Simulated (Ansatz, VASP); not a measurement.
**One calculation of AlNi, two programs**

```
CELL_PARAMETERS angstrom
2.96504 0.00000 0.00000
0.00000 2.96504 0.00000
0.00000 0.00000 2.96504
ATOMIC_POSITIONS crystal
Al 0.00000 0.00000 0.99309
Ni 0.50000 0.50000 0.50318
```

Change from the starting cell: mode 6 frozen in at -0.020 Å, equal normal strain along x, y and z +0.0250.

Alike in both runs: task single point; functional PBE; k mesh 16 × 16 × 16; occupations gaussian, width 0.15 eV; no spin polarisation.

|  | VASP | Ansatz |
| --- | --- | --- |
| version | VASP 6.6.1 | Ansatz 0.2.0 |
| potentials or method | VASP PAW PBE potentials, release 64 (Al, Ni), cutoff 520 eV | scalar-relativistic, plane waves, PAW |
| valence electrons in the cell | 13 | 21 |

```tsv
	VASP	Ansatz	Ansatz less VASP
gap on the k mesh at the Fermi level (eV)	none	none	-
pressure (GPa)	-9.9	-10.0	-0.10
rms of the force components (eV/Å)	0.071	0.071	-0.0005
```

Atom by atom the forces differ by 0.000 eV/Å (rms over components). A gap of «none» marks a metal or a gap that the smearing closes. VASP's potentials hold 13 valence electrons a cell and Ansatz's 21, so a difference there can come from the potentials and not from the codes.
